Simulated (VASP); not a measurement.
Write the native input for VASP 6.6.1 that does the following.

| Property | Result |
| --- | --- |
| Task | single point |
| Functional | PBEsol |
| Potentials or basis | VASP PAW PBE potentials, release 64 (Al, Ru_pv) |
| Cutoff | 520 eV |
| k mesh | 18 × 18 × 18 |
| Occupations | gaussian, width 0.15 eV |
| Spin | no spin polarisation |
| Dipole correction | no |
| Further INCAR settings | ALGO = Fast; EDIFF = 1e-07; NBANDS = 16 |

The structure of AlRu lies in POSCAR:

```
AlRu
1.0
    2.9935859682      0.0777554797      0.0777554797
    0.0777554797      2.9935859682      0.0777554797
    0.0777554797      0.0777554797      2.9935859682
Al Ru
1 1
Direct
    0.0000000000      0.0000000000      0.0000000000
    0.5000000000      0.5000000000      0.5000000000
```

This cell differs from its parent crystal: ratio of the length along [111] to the lengths across it x 1.08, volume and fractional coordinates fixed.

One way to write it, as run:

INCAR

```
PREC = Accurate
ENCUT = 520
EDIFF = 1E-7
ISMEAR = 0
SIGMA = 0.15
LREAL = F
LASPH = T
NELM = 60
ALGO = Fast
ISIF = 2
LWAVE = F
LCHARG = F
GGA = PS
NBANDS = 16
```

KPOINTS

```
regular mesh
0
Gamma
  18 18 18
```

Potentials or basis: VASP PAW PBE potentials, release 64 (Al, Ru_pv).

Run with:

```console
$ cat potpaw_PBE.64/Al/POTCAR potpaw_PBE.64/Ru_pv/POTCAR > POTCAR
$ mpirun -np 1 vasp_std > vasp.out
```

It gave:

- Pressure: -2.1 GPa

Caveat: the PAW data sets were made with another functional, which shifts forces and pressure a little.

Wall time 2.7 min on 1 thread of Intel(R) Xeon(R) Platinum 8375C CPU @ 2.90GHz (Ice Lake) (shared host), peak memory 0.34 GiB.
